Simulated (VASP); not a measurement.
# Si3W2 (Cmmm) in VASP: notebook, part 2 of 2

VASP 6.6.1. The steps go on from the part before.

### 3 Single point, PBE

This run uses another cell than the first one, of 19.39 Å³/atom.

Contents of INCAR:

```
PREC = Accurate
ENCUT = 520
EDIFF = 1E-6
ISMEAR = 0
SIGMA = 0.1
LREAL = F
LASPH = T
NELM = 60
ALGO = Normal
ISIF = 2
LWAVE = F
LCHARG = F
GGA = PE
NBANDS = 28
```

Contents of KPOINTS:

```
Automatic mesh
0
Gamma
  10 10 8
```

Contents of POSCAR:

```
Si3W2
1.0
    2.6095838097     -3.7996292633      0.0000000000
    2.6095838097      3.7996292633      0.0000000000
    0.0000000000      0.0000000000      4.8882938179
Si W
3 2
Direct
    0.0000000000      0.5000000000      0.5000000000
    0.5000000000      0.0000000000      0.5000000000
    0.0000000000      0.0000000000      0.5000000000
    0.0000000000      0.5000000000      0.0000000000
    0.5000000000      0.0000000000      0.0000000000
```

Potentials or basis: VASP PAW PBE potentials, release 64 (Si, W_sv).

On the command line:

```console
> cat potpaw_PBE.64/Si/POTCAR potpaw_PBE.64/W_sv/POTCAR > POTCAR
> mpirun -np 1 vasp_std > vasp.out
```

OUTCAR:

```text
PREC = Accurate
   ENCUT = 520
   EDIFF = 1E-6
   ISMEAR = 0
   LREAL = F
   LASPH = T
   NELM = 60
   ISIF = 2
   GGA = PE

 ion  position               nearest neighbor table
   1  0.000  0.500  0.500-   3 2.30   3 2.30   4 2.44   4 2.44   2 2.61   2 2.61
   2  0.500  0.000  0.500-   3 2.30   3 2.30   5 2.44   5 2.44   1 2.61   1 2.61
   3  0.000  0.000  0.500-   1 2.30   2 2.30   1 2.30   2 2.30
   4  0.000  0.500  0.000-   1 2.44   1 2.44   5 2.61   5 2.61
   5  0.500  0.000  0.000-   2 2.44   2 2.44   4 2.61   4 2.61

  LATTYP: Found a base centered orthorhombic cell.
 ALAT       =     5.2191676194
 B/A-ratio  =     1.4560288308
 C/A-ratio  =     0.9366041052

  Lattice vectors:

 A1 = (   2.6095838097,  -3.7996292633,   0.0000000000)
 A2 = (   2.6095838097,   3.7996292633,   0.0000000000)
 A3 = (   0.0000000000,   0.0000000000,   4.8882938179)

Analysis of symmetry for initial positions (statically):
=====================================================================
 Subroutine PRICEL returns:
 Original cell was already a primitive cell.

 Routine SETGRP: Setting up the symmetry group for a
 base centered orthorhombic supercell.

 Subroutine GETGRP returns: Found  8 space group operations
 (whereof  8 operations were pure point group operations)
 out of a pool of  8 trial point group operations.

The static configuration has the point symmetry D_2h.

Analysis of symmetry for dynamics (positions and initial velocities):
=====================================================================
 Subroutine PRICEL returns:
 Original cell was already a primitive cell.

 Routine SETGRP: Setting up the symmetry group for a
 base centered orthorhombic supercell.

 Subroutine GETGRP returns: Found  8 space group operations
 (whereof  8 operations were pure point group operations)
 out of a pool of  8 trial point group operations.

[... 125 lines left out ...]
     AMIX     =   0.40;   BMIX     =  1.00
     AMIX_MAG =   1.60;   BMIX_MAG =  1.00
  volume/ion in A,a.u.               =      19.39       130.84
  Fermi-wavevector in a.u.,A,eV,Ry     =   1.218788  2.303176 20.210702  1.485445
  Thomas-Fermi vector in A             =   2.354063
   LORBIT       =      0    0 simple, 1 ext, 2 COOP (PROOUT), +10 PAW based schemes
   GGA     = PE    functional components
   LHFCALC =     F    Hartree Fock is set to
   AEXX    =    0.0000 exact exchange contribution
   IVDW    =     0    specifies the selected vdW correction
   LEPSILON=     F    determine dielectric tensor
   LRPA    =     F    only Hartree local field effects (RPA)
 non-spin polarized calculation
 Gauss-broadening in eV      SIGMA  =   0.10
  energy-cutoff  :      520.00
  volume of cell :       96.94
 maximum number of plane-waves:      2638
 NGX is ok and might be reduce to    36
   NGX = 17   NGY = 17   NGZ = 19

 number of electron      40.0000002 magnetization

 Free energy of the ion-electron system (eV)
  ---------------------------------------------------
  ext. energy  EPLUGINS =         0.00000000
  ---------------------------------------------------
  free energy    TOTEN  =       -35.05176177 eV

  energy without entropy =      -35.03055019  energy(sigma->0) =      -35.04115598

 E-fermi :   7.0545     XC(G=0): -10.7311

 val. band max:        7.0526222973   @ k =  -0.4000   0.3000   0.0000
 cond. band min:       7.0656853720   @ k =   0.0000   0.0000   0.5000
 fundamental gap:      0.0130630747
 Fermi energy:         7.0544715379

 k-point     1 :       0.0000    0.0000    0.0000
  band No.  band energies     occupation
      1     -66.9447      2.00000
      2     -66.8399      2.00000
      3     -31.6977      2.00000
      4     -31.2276      2.00000
      5     -31.2033      2.00000
      6     -31.0786      2.00000
[... 733 lines left out ...]
     27       9.3643      0.00000
     28      10.9544      0.00000

 [... further k-points ...]

------------------------ aborting loop because EDIFF is reached ----------------------------------------

  FORCE on cell =-STRESS in cart. coord.  units (eV):
  Direction    XX          YY          ZZ          XY          YZ          ZX
  --------------------------------------------------------------------------------------
  -------------------------------------------------------------------------------------
  Total        0.1421725     -0.0555106      0.0034117      0.0000000      0.0000000      0.0000000
  in kB        2.3497755     -0.9174599      0.0563866      0.0000000      0.0000000      0.0000000
  external PRESSURE =       0.4962341 kB  Pullay stress =       0.0000000 kB

 VOLUME and BASIS-vectors are now :
 -----------------------------------------------------------------------------
  energy-cutoff  :      520.00
  volume of cell :       96.94
      direct lattice vectors                 reciprocal lattice vectors
     2.609583810 -3.799629263  0.000000000     0.191601434 -0.131591786  0.000000000
     2.609583810  3.799629263  0.000000000     0.191601434  0.131591786  0.000000000
     0.000000000  0.000000000  4.888293818     0.000000000  0.000000000  0.204570355

 POSITION                                       TOTAL-FORCE (eV/Angst)
 -----------------------------------------------------------------------------------
      1.30479      1.89981      2.44415         0.000000     -0.000000      0.000000
      1.30479     -1.89981      2.44415         0.000000     -0.000000      0.000000
      0.00000      0.00000      2.44415         0.000000     -0.000000      0.000000
      1.30479      1.89981      0.00000         0.000000     -0.000000      0.000000
      1.30479     -1.89981      0.00000        -0.000000      0.000000      0.000000
 -----------------------------------------------------------------------------------
    total drift:                                0.000000     -0.000000     -0.000000

  FREE ENERGIE OF THE ION-ELECTRON SYSTEM (eV)
  ---------------------------------------------------
  free  energy   TOTEN  =       -35.0517617710 eV

  energy  without entropy=      -35.0305501949  energy(sigma->0) =      -35.04115598
```

OSZICAR:

```text
N       E                     dE             d eps       ncg     rms          rms(c)
DAV:   1     0.351406593297E+03    0.35141E+03   -0.22244E+04  9744   0.140E+03
DAV:   2    -0.214143925712E+02   -0.37282E+03   -0.36399E+03  9828   0.388E+02
DAV:   3    -0.372937460527E+02   -0.15879E+02   -0.15264E+02 11168   0.746E+01
DAV:   4    -0.376743749119E+02   -0.38063E+00   -0.37722E+00 10676   0.111E+01
DAV:   5    -0.376813041719E+02   -0.69293E-02   -0.69231E-02 10756   0.166E+00    0.219E+01
DAV:   6    -0.357211365322E+02    0.19602E+01   -0.21522E+01 10380   0.192E+01    0.703E+00
DAV:   7    -0.351300982543E+02    0.59104E+00   -0.35806E+00 10052   0.788E+00    0.564E+00
DAV:   8    -0.350526633780E+02    0.77435E-01   -0.33633E-01  9968   0.317E+00    0.653E-01
DAV:   9    -0.350517042469E+02    0.95913E-03   -0.16256E-02 11444   0.652E-01    0.271E-01
DAV:  10    -0.350516635633E+02    0.40684E-04   -0.16697E-03 10012   0.243E-01    0.961E-02
DAV:  11    -0.350517486129E+02   -0.85050E-04   -0.19457E-04 11196   0.779E-02    0.396E-02
DAV:  12    -0.350517616420E+02   -0.13029E-04   -0.27654E-05 10356   0.270E-02    0.630E-03
DAV:  13    -0.350517617710E+02   -0.12895E-06   -0.34278E-06  8460   0.115E-02
   1 F= -.35051762E+02 E0= -.35041156E+02  d E =-.212116E-01
```

Wall time 4.7 min (1 thread of Intel Xeon 8259CL, shared host); peak memory 0.45 GiB.

Results:

```
Free energy            : -35.0518 eV
Pressure               : 0.0 GPa
Band gap on the k mesh : zero (bands 20 and 21 overlap by 1.40 eV)
```

Levels at points of the mesh, in eV from the Fermi level:
```
           k point  band 16  band 17  band 18  band 19  band 20  band 21  band 22  band 23  band 24  band 25
(0.00, 0.00, 0.00)    -3.12    -2.47    -1.66    -1.52    -0.76    -0.38     1.80     1.88     2.14     2.87
(0.50, 0.00, 0.00)    -1.31    -0.99    -0.86    -0.85    -0.17    -0.07     0.40     0.73     0.93     1.29
(0.50, 0.50, 0.00)    -2.17    -1.74    -0.60     0.28     0.62     0.81     1.36     1.46     1.62     1.63
(0.00, 0.00, 0.50)    -2.92    -2.92    -2.78    -2.18     0.01     1.73     1.97     2.34     2.46     2.67
(0.50, 0.00, 0.50)    -1.43    -1.06    -1.00    -0.58    -0.47     0.30     0.48     0.62     1.32     2.52
(0.50, 0.50, 0.50)    -2.80    -1.58    -0.62    -0.52    -0.33     0.93     0.95     1.30     2.49     2.64
```

Caveat: spin-orbit coupling is left out, which moves the levels of the heavy elements.

The gap in the log of VASP goes by the Fermi energy; the results here count the filled bands.